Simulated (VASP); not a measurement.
# P (Cmmm) in VASP: further runs

P is run at these levels: PBE+D3(BJ); tasks: single point.

Everything below comes from runs of VASP 6.6.1. Logs are shortened: lines on timing, memory, paths and dates and some standing lists are left out, and cuts for length are marked.

### Step 1. The cell of the first run

It takes space group Cmmm (No. 65, orthorhombic). The conventional cell has a = 3.328 Å, b = 3.481 Å, c = 2.407 Å, α = 90.00°, β = 90.00°, γ = 90.00°. P (site symmetry mmm) has 18 P at 2.41 to 3.48 Å within 3.5 Å.

### Step 2. Single point, PBE+D3(BJ) (strain +0.0450 x Voigt [0, 0, 0, 0, 1, 0])

Input file INCAR:

```
SYSTEM = P
PREC = Accurate
ENCUT = 520
EDIFF = 1E-7
ISMEAR = 0
SIGMA = 0.15
LREAL = .False.
LASPH = .True.
NELM = 80
ALGO = Normal
ISIF = 2
LWAVE = .False.
LCHARG = .False.
GGA = PE
IVDW = 12
NBANDS = 8
```

Input file KPOINTS:

```
Automatic mesh
0
Gamma
  24 24 24
  0 0 0
```

Input file POSCAR:

```
P
1.0
    2.4072602648      0.0000000000      0.0541633560
    0.0000000000      2.4072602648      0.0000000000
    0.0541657937      0.0000000000      2.4073686085
P
1
Direct
    0.0000000000      0.0000000000      0.0000000000
```

Potentials or basis: VASP PAW PBE potentials, release 64 (P).

Run with:

```
$ cat potpaw_PBE.64/P/POTCAR > POTCAR
$ mpirun -np 1 vasp_std > vasp.out
```

OUTCAR:

```text
SYSTEM = P
   PREC = Accurate
   ENCUT = 520
   EDIFF = 1E-7
   ISMEAR = 0
   LREAL = .False.
   LASPH = .True.
   NELM = 80
   ISIF = 2
   GGA = PE
   IVDW = 12
 IVDW          = 12

 ion  position               nearest neighbor table
   1  0.000  0.000  0.000-

  LATTYP: Found a simple monoclinic cell.
 ALAT       =     2.4078695255
 B/A-ratio  =     0.9997469711
 C/A-ratio  =     1.0000450071
 COS(beta)  =    -0.0449772303

  Lattice vectors:

 A1 = (   2.4072602648,   0.0000000000,   0.0541633560)
 A2 = (   0.0000000000,  -2.4072602648,   0.0000000000)
 A3 = (  -0.0541657937,   0.0000000000,  -2.4073686085)

Analysis of symmetry for initial positions (statically):
=====================================================================
 Subroutine PRICEL returns:
 Original cell was already a primitive cell.

 Routine SETGRP: Setting up the symmetry group for a
 simple monoclinic supercell.

 Subroutine GETGRP returns: Found  4 space group operations
 (whereof  4 operations were pure point group operations)
 out of a pool of  4 trial point group operations.

The static configuration has the point symmetry C_2h.

Analysis of symmetry for dynamics (positions and initial velocities):
=====================================================================
 Subroutine PRICEL returns:
 Original cell was already a primitive cell.

 Routine SETGRP: Setting up the symmetry group for a
 simple monoclinic supercell.

 Subroutine GETGRP returns: Found  4 space group operations
 (whereof  4 operations were pure point group operations)
 out of a pool of  4 trial point group operations.

The dynamic configuration has the point symmetry C_2h.

 Subroutine INISYM returns: Found  4 space group operations
 (whereof  4 operations are pure point group operations),
 and found     1 'primitive' translations

----------------------------------------------------------------------------------------

                                     Primitive cell

  volume of cell :      13.9434

  direct lattice vectors                    reciprocal lattice vectors
     2.407260265  0.000000000  0.054163356     0.415620413  0.000000000 -0.009351459
     0.000000000  2.407260265  0.000000000     0.000000000  0.415410006  0.000000000
     0.054165794  0.000000000  2.407368609    -0.009351038  0.000000000  0.415601708

  length of vectors
     2.407869525  2.407260265  2.407977897     0.415725604  0.415410006  0.415706894

  position of ions in fractional coordinates (direct lattice)
     0.000000000  0.000000000  0.000000000

  ion indices of the primitive-cell ions
   primitive index   ion index
                 1           1

----------------------------------------------------------------------------------------

 KPOINTS: Automatic mesh

Automatic generation of k-mesh.
 Grid dimensions read from file:
 generate k-points for:   24   24   24

 Generating k-lattice:

  Cartesian coordinates                     Fractional coordinates (reciprocal lattice)
     0.017317517  0.000000000 -0.000389644     0.041666667  0.000000000  0.000000000
     0.000000000  0.017308750  0.000000000     0.000000000  0.041666667  0.000000000
    -0.000389627  0.000000000  0.017316738     0.000000000  0.000000000  0.041666667

  Length of vectors
     0.017321900  0.017308750  0.017321121

  Shift w.r.t. Gamma in fractional coordinates (k-lattice)
     0.000000000  0.000000000  0.000000000

 Subroutine IBZKPT returns following result:
 ===========================================

 Found   3770 irreducible k-points:

 Following reciprocal coordinates:
            Coordinates               Weight
  0.000000  0.000000  0.000000      1.000000
  0.041667  0.000000  0.000000      2.000000
  0.083333  0.000000  0.000000      2.000000
  0.125000  0.000000  0.000000      2.000000
  0.166667  0.000000  0.000000      2.000000
  0.208333  0.000000  0.000000      2.000000
[... 16 lines left out ...]
  0.375000  0.041667  0.000000      4.000000
  0.416667  0.041667  0.000000      4.000000
 [... further k-points ...]
   k-points           NKPTS =   3770   k-points in BZ     NKDIM =   3770   number of bands    NBANDS=      8
   number of dos      NEDOS =    301   number of ions     NIONS =      1
   total plane-waves  NPLWV =   5832
   dimension x,y,z NGX =    18 NGY =   18 NGZ =   18
   dimension x,y,z NGXF=    36 NGYF=   36 NGZF=   36
   ions per type =               1
   NGX,Y,Z   is equivalent  to a cutoff of  12.43, 12.43, 12.43 a.u.
   NGXF,Y,Z  is equivalent  to a cutoff of  24.86, 24.86, 24.85 a.u.
 SYSTEM =  P
   PREC   = accura    normal or accurate (medium, high low for compatibility)
   ISTART =      0    job   : 0-new  1-cont  2-samecut
   ICHARG =      2    charge: 1-file 2-atom 10-const
   ISPIN  =      1    spin polarized calculation?
   LNONCOLLINEAR =      F non collinear calculations
   LSORBIT =      F    spin-orbit coupling
   LASPH  =      T    aspherical Exc in radial PAW
   ENCUT  =  520.0 eV  38.22 Ry    6.18 a.u.   4.48  4.48  4.48*2*pi/ulx,y,z
   NELM   =     80;   NELMIN=  2; NELMDL= -5     # of ELM steps
   EDIFF  = 0.1E-06   stopping-criterion for ELM
   LREAL  =      F    real-space projection
   EDIFFG = 0.1E-05   stopping-criterion for IOM
   NSW    =      0    number of steps for IOM
   IBRION =     -1    ionic relax: 0-MD 1-quasi-New 2-CG
   NFREE  =      0    steps in history (QN), initial steepest desc. (CG)
   ISIF   =      2    stress and relaxation
   ISYM   =      2    0-nonsym 1-usesym 2-fastsym
   POTIM  = 0.5000    time-step for ionic-motion
   TEBEG  =    0.0;   TEEND  =   0.0 temperature during run
   PSTRESS=    0.0 pullay stress
   NELECT =       5.0000    total number of electrons
   NUPDOWN=      -1.0000    fix difference up-down
   EMIN   =  10.00;   EMAX   =-10.00  energy-range for DOS
   EFERMI =   0.00;   METHOD = LEGACY
   ISMEAR =     0;   SIGMA  =   0.15  broadening in eV -4-tet -1-fermi 0-gaus
   EFERMI_NEDOS =   21; number of points for ismear=-14 and -15
   IALGO  =     38    algorithm
   IMIX   =      4    mixing-type and parameters
     AMIX     =   0.40;   BMIX     =  1.00
     AMIX_MAG =   1.60;   BMIX_MAG =  1.00
  volume/ion in A,a.u.               =      13.94        94.09
  Fermi-wavevector in a.u.,A,eV,Ry     =   1.163077  2.197897 18.405265  1.352749
  Thomas-Fermi vector in A             =   2.299631
   LORBIT       =      0    0 simple, 1 ext, 2 COOP (PROOUT), +10 PAW based schemes
   GGA     = PE    functional components
   LHFCALC =     F    Hartree Fock is set to
   AEXX    =    0.0000 exact exchange contribution
   IVDW    =    12    specifies the selected vdW correction
   LEPSILON=     F    determine dielectric tensor
   LRPA    =     F    only Hartree local field effects (RPA)
 non-spin polarized calculation
 Gauss-broadening in eV      SIGMA  =   0.15
  energy-cutoff  :      520.00
  volume of cell :       13.94
 maximum number of plane-waves:       388
 NGX is ok and might be reduce to    18
   NGX =  9   NGY =  9   NGZ =  9

 number of electron       4.9999998 magnetization

 Free energy of the ion-electron system (eV)
  ---------------------------------------------------
  ext. energy  EPLUGINS =         0.00000000
  ---------------------------------------------------
  free energy    TOTEN  =        -5.25514189 eV

  energy without entropy =       -5.25169609  energy(sigma->0) =       -5.25341899

 E-fermi :  10.2850     XC(G=0): -11.4728

 val. band max:       10.2835449089   @ k =   0.1667   0.0000   0.1250
 cond. band min:      10.2862519792   @ k =  -0.2917   0.1667   0.2083
 fundamental gap:      0.0027070703
 Fermi energy:        10.2850406439

 k-point     1 :       0.0000    0.0000    0.0000
  band No.  band energies     occupation
      1      -6.6776      2.00000
      2      15.3794      0.00000
      3      15.5260      0.00000
      4      15.7211      0.00000
      5      17.0144      0.00000
      6      17.0488      0.00000
      7      25.0777      0.00000
      8      35.0508      0.00000

 k-point     2 :       0.0417    0.0000    0.0000
  band No.  band energies     occupation
      1      -6.6365      2.00000
      2      14.5230      0.00000
      3      15.5587      0.00000
      4      15.5904      0.00000
      5      17.0569      0.00000
      6      18.0104      0.00000
      7      25.2156      0.00000
      8      34.7087      0.00000

 k-point     3 :       0.0833    0.0000    0.0000
  band No.  band energies     occupation
      1      -6.5133      2.00000
      2      13.0200      0.00000
      3      15.6564      0.00000
      4      15.6684      0.00000
      5      17.1590      0.00000
      6      19.3654      0.00000
      7      25.6421      0.00000
      8      33.8432      0.00000

 k-point     4 :       0.1250    0.0000    0.0000
  band No.  band energies     occupation
      1      -6.3086      2.00000
      2      11.4767      0.00000
      3      15.8162      0.00000
      4      15.8177      0.00000
      5      17.3260      0.00000
      6      20.6009      0.00000
      7      26.3783      0.00000
      8      32.7196      0.00000

 k-point     5 :       0.1667    0.0000    0.0000
  band No.  band energies     occupation
      1      -6.0235      2.00000
      2       9.9574      1.99799
      3      16.0233      0.00000
      4      16.0405      0.00000
      5      17.5531      0.00000
      6      21.6483      0.00000
      7      27.3987      0.00000
      8      31.5195      0.00000
[... 177 lines left out ...]
 k-point    22 :       0.3333    0.0417   -0.0000
  band No.  band energies     occupation
      1      -4.0955      2.00000
      2       4.5081      2.00000
      3      16.5243      0.00000
      4      17.3905      0.00000
      5      19.5849      0.00000
      6      24.8269      0.00000
      7      26.7168      0.00000
      8      26.9208      0.00000

 k-point    23 :       0.3750    0.0417    0.0000
  band No.  band energies     occupation
      1      -3.4768      2.00000
      2       3.3550      2.00000
      3      16.9218      0.00000
      4      17.7762      0.00000
      5      19.9161      0.00000
      6      24.9923      0.00000
      7      26.0708      0.00000
      8      26.4162      0.00000

 k-point    24 :       0.4167    0.0417    0.0000
  band No.  band energies     occupation
      1      -2.8510      2.00000
      2       2.3462      2.00000
      3      17.2766      0.00000
      4      18.1233      0.00000
      5      20.1888      0.00000
      6      24.5571      0.00000
      7      25.4227      0.00000
      8      26.8857      0.00000

 [... further k-points ...]

------------------------ aborting loop because EDIFF is reached ----------------------------------------

 Edisp (eV)   -0.50673

 E8    (eV) :    -0.1914

  FORCE on cell =-STRESS in cart. coord.  units (eV):
  Direction    XX          YY          ZZ          XY          YZ          ZX
  --------------------------------------------------------------------------------------
  -------------------------------------------------------------------------------------
  Total      -0.03464    -0.02570    -0.03549     0.00000     0.00000    -0.26322
  in kB      -3.98088    -2.95334    -4.07843     0.00000     0.00000   -30.24594
  external pressure =       -3.67 kB  Pullay stress =        0.00 kB

 VOLUME and BASIS-vectors are now :
 -----------------------------------------------------------------------------
  energy-cutoff  :      520.00
  volume of cell :       13.94
      direct lattice vectors                 reciprocal lattice vectors
     2.407260265  0.000000000  0.054163356     0.415620413  0.000000000 -0.009351459
     0.000000000  2.407260265  0.000000000     0.000000000  0.415410006  0.000000000
     0.054165794  0.000000000  2.407368609    -0.009351038  0.000000000  0.415601708

 POSITION                                       TOTAL-FORCE (eV/Angst)
 -----------------------------------------------------------------------------------
      0.00000      0.00000      0.00000        -0.000000      0.000000      0.000000
 -----------------------------------------------------------------------------------
    total drift:                                0.000000      0.000000      0.000000

  FREE ENERGIE OF THE ION-ELECTRON SYSTEM (eV)
  ---------------------------------------------------
  free  energy   TOTEN  =        -5.7618749416 eV

  energy  without entropy=       -5.7584291397  energy(sigma->0) =       -5.76015204
```

Run time: 96 s. Hardware: 1 thread of Intel Xeon 6975P-C (Granite Rapids), shared host; peak memory 0.43 GiB.

What came out:

```
Free energy                : -5.7619 eV
Pressure                   : -0.4 GPa
Band gap on the k mesh     : zero (an odd number of electrons rules out a gap without spin polarisation)
Dispersion energy per atom : -0.507 eV
```

Stress tensor (GPa, compression positive):
```
-0.40  0.00 -3.02
 0.00 -0.30  0.00
-3.02  0.00 -0.41
```

Levels at points of the mesh, in eV from the Fermi level:
| k point | band 1 | band 2 | band 3 | band 4 | band 5 | band 6 |
| --- | --- | --- | --- | --- | --- | --- |
| (0.00, 0.00, 0.00) | -16.96 | 5.09 | 5.24 | 5.44 | 6.73 | 6.76 |
| (0.50, 0.00, 0.00) | -12.41 | -9.05 | 8.15 | 8.25 | 9.33 | 14.52 |
| (0.00, 0.50, 0.00) | -12.42 | -9.06 | 8.09 | 8.44 | 9.42 | 14.39 |
| (0.50, 0.50, 0.00) | -7.45 | -5.50 | -5.49 | 0.72 | 10.96 | 16.58 |
| (0.00, 0.00, 0.50) | -12.41 | -9.05 | 8.15 | 8.25 | 9.33 | 14.52 |
| (0.50, 0.00, 0.50) | -7.49 | -5.91 | -5.06 | 0.76 | 11.03 | 16.85 |
| (0.00, 0.50, 0.50) | -7.45 | -5.50 | -5.49 | 0.72 | 10.96 | 16.59 |
| (0.50, 0.50, 0.50) | -2.64 | -2.26 | -1.83 | -1.22 | 4.12 | 4.59 |

Caveat: the cell differs from its parent crystal (strain +0.0450 x Voigt [0, 0, 0, 0, 1, 0]).

### Step 3. Single point, PBE+D3(BJ) (strain -0.0300 x Voigt [0, 0, 0, 0, 1, 0])

Input file INCAR:

```
PREC = Accurate
ENCUT = 520
EDIFF = 1E-6
ISMEAR = 0
SIGMA = 0.15
LREAL = False
LASPH = True
NELM = 100
ALGO = Normal
ISIF = 2
LWAVE = False
LCHARG = False
GGA = PE
IVDW = 12
NBANDS = 8
```

Input file KPOINTS:

```
regular mesh
0
Gamma
  24 24 24
```

Input file POSCAR:

```
P
1.0
    2.4072602648      0.0000000000     -0.0361089040
    0.0000000000      2.4072602648      0.0000000000
   -0.0361105291      0.0000000000      2.4073686085
P
1
Direct
    0.0000000000      0.0000000000      0.0000000000
```

Potentials or basis: VASP PAW PBE potentials, release 64 (P).

Run with:

```
$ cat potpaw_PBE.64/P/POTCAR > POTCAR
$ mpirun -np 1 vasp_std > vasp.out
```

Run time: 95 s. Hardware: 1 thread of Intel Xeon 6975P-C (Granite Rapids), shared host; peak memory 0.43 GiB.

It converged, with:

```yaml
Free_energy: -5.7651 eV
Pressure: -0.4 GPa
Band_gap_on_the_k_mesh: zero (an odd number of electrons rules out a gap without spin polarisation)
Dispersion_energy_per_atom: -0.507 eV
```

Stress tensor (GPa, compression positive):
```
-0.37  0.00  1.88
 0.00 -0.32  0.00
 1.88  0.00 -0.38
```

Levels at points of the mesh, in eV from the Fermi level:
```tsv
k point	band 1	band 2	band 3	band 4	band 5	band 6	band 7
(0.00, 0.00, 0.00)	-16.95	5.15	5.25	5.38	6.74	6.75	14.80
(0.50, 0.00, 0.00)	-12.40	-9.05	8.21	8.26	9.37	14.53	14.54
(0.00, 0.50, 0.00)	-12.41	-9.05	8.15	8.38	9.41	14.44	14.65
(0.50, 0.50, 0.00)	-7.44	-5.49	-5.49	0.72	11.02	16.83	17.13
(0.00, 0.00, 0.50)	-12.40	-9.05	8.21	8.26	9.37	14.54	14.54
(0.50, 0.00, 0.50)	-7.46	-5.76	-5.20	0.74	11.05	16.96	17.39
(0.00, 0.50, 0.50)	-7.44	-5.49	-5.49	0.72	11.02	16.83	17.13
(0.50, 0.50, 0.50)	-2.50	-2.25	-1.96	-1.19	4.26	4.56	4.82
```

Caveat: the cell differs from its parent crystal (strain -0.0300 x Voigt [0, 0, 0, 0, 1, 0]).
